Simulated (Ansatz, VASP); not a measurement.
## TaN: VASP beside Ansatz

INCAR

```
SYSTEM = TaN
ALGO = Normal
EDIFF = 1E-6
ENCUT = 520
GGA = PS
ISIF = 2
ISMEAR = 0
LASPH = .True.
LCHARG = .True.
LELF = .True.
LREAL = .False.
LVHAR = .True.
LWAVE = .False.
NBANDS = 24
NELM = 80
PREC = Accurate
SIGMA = 0.15
```

Contents of KPOINTS:

```
k-points
0
Gamma
  15 15 8
  0 0 0
```

POSCAR

```
TaN
1.0
    2.8891806446      0.0000000000      0.0000000000
   -1.4445903223      2.5021038344      0.0000000000
    0.0000000000      0.0000000000      5.8600190937
Ta N
2 2
Direct
   -0.0611535795     -0.0567522411      0.0000000000
    0.0611535795      0.0567522411      0.5000000000
    0.3333333333      0.6666666667      0.2500000000
    0.6666666667      0.3333333333      0.7500000000
```

Input for Ansatz:

```yaml
crystal:
  lattice:
    - [2.8891806446, 0.0, 0.0]
    - [-1.4445903223, 2.5021038344, 0.0]
    - [0.0, 0.0, 5.8600190937]
  atoms:
    - { symbol: Ta, position: [-0.0611535795, -0.0567522411, 0.0] }
    - { symbol: Ta, position: [0.0611535795, 0.0567522411, 0.5] }
    - { symbol: "N", position: [0.3333333333, 0.6666666667, 0.25] }
    - { symbol: "N", position: [0.6666666667, 0.3333333333, 0.75] }
basis:
  ecutwfc: 520.0
kpoints:
  mp_grid: { grid: [15, 15, 8] }
hamiltonian:
  xc: pbesol
  pseudopotentials: { kind: paw, azcp: { folder: soft_1 } }
scf:
  occupations: { method: gaussian, width: 0.15 }
output:
  forces: true
  stress: true
  eigenvalues: true
```

Change from the starting cell: mode 4 frozen in at -0.095 Å and mode 5 at -0.142 Å (largest displacements).

Alike in both runs: task single point; functional PBEsol; k mesh 15 × 15 × 8; occupations gaussian, width 0.15 eV; no spin polarisation.

|  | VASP | Ansatz |
| --- | --- | --- |
| version | VASP 6.6.1 | Ansatz 0.2.0 |
| potentials or method | VASP PAW PBE potentials, release 64 (Ta_pv, N), cutoff 520 eV | scalar-relativistic, plane waves, PAW |
| valence electrons in the cell | 32 | 36 |

```tsv
	VASP	Ansatz	Ansatz less VASP
gap on the k mesh at the Fermi level (eV)	none	none	-
pressure (GPa)	5.8	4.7	-1.05
traceless stress, the component that is largest in VASP (GPa)	2.78	2.64	-0.147
rms of the force components (eV/Å)	0.973	0.966	-0.0071
```

VASP's potentials were made for PBE, not for PBEsol, and Ansatz warns of the same on its side. Atom by atom the forces differ by 0.007 eV/Å (rms over components). A gap of «none» marks a metal or a gap that the smearing closes. VASP's potentials hold 32 valence electrons a cell and Ansatz's 36, so a difference there can come from the potentials and not from the codes.

Neither program's run includes spin-orbit coupling.
